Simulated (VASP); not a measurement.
Set up this calculation in VASP 6.6.1, as the native input.

```
Task                   : relaxation of cell and atoms
Functional             : PBEsol
Potentials or basis    : VASP PAW PBE potentials, release 64 (B, N)
Cutoff                 : 600 eV
k mesh                 : 12 × 12 × 12
Occupations            : gaussian, width 0.01 eV
Spin                   : no spin polarisation
Dipole correction      : no
Further INCAR settings : ALGO = Normal; EDIFF = 1e-06; IBRION = 2; EDIFFG = -0.001; NSW = 80; ISIF = 3
```

The structure of BN lies in POSCAR:

```
BN
1.0
    0.0000000000      1.8028545095      1.8028545095
    1.8028545095      0.0000000000      1.8028545095
    1.8028545095      1.8028545095      0.0000000000
B N
1 1
Direct
    0.0000000000      0.0000000000      0.0000000000
    0.7500000000      0.7500000000      0.7500000000
```

These files were run (other wordings do the same):

INCAR

```
SYSTEM = BN
ALGO = Normal ; EDIFF = 1E-6
EDIFFG = -0.001 ; ENCUT = 600
GGA = PS ; IBRION = 2
ISIF = 3 ; ISMEAR = 0
LASPH = .True. ; LCHARG = .False.
LREAL = .False. ; LWAVE = .False.
NELM = 80 ; NSW = 80
PREC = Accurate ; SIGMA = 0.01
```

KPOINTS

```
k-points
0
Gamma
  12 12 12
  0 0 0
```

Potentials or basis: VASP PAW PBE potentials, release 64 (B, N).

Launch:

```bash
$ cat potpaw_PBE.64/B/POTCAR potpaw_PBE.64/N/POTCAR > POTCAR
$ mpirun -np 1 vasp_std > vasp.out
```

It gave:

```json
{
  "Relaxed volume": "5.86 Å³/atom",
  "Relaxed cell": "a = 2.550 Å, b = 2.550 Å, c = 2.550 Å, α = 60.00°, β = 60.00°, γ = 60.00°",
  "Space group after relaxing (to 0.05 Å)": "F-43m (No. 216)",
  "Energy gained by relaxing": "0.0 meV/atom",
  "Ionic steps": "4",
  "Pressure after relaxing": "0.0 GPa",
  "Band gap on the k mesh": "4.28 eV, indirect (least direct gap 8.79 eV)"
}
```

Caveat: the PAW data sets were made with another functional, which shifts forces and pressure a little.

Run time: 5.6 s on 1 thread of Intel(R) Xeon(R) 6975P-C (Granite Rapids), with other jobs on the host, peak memory 0.11 GiB.
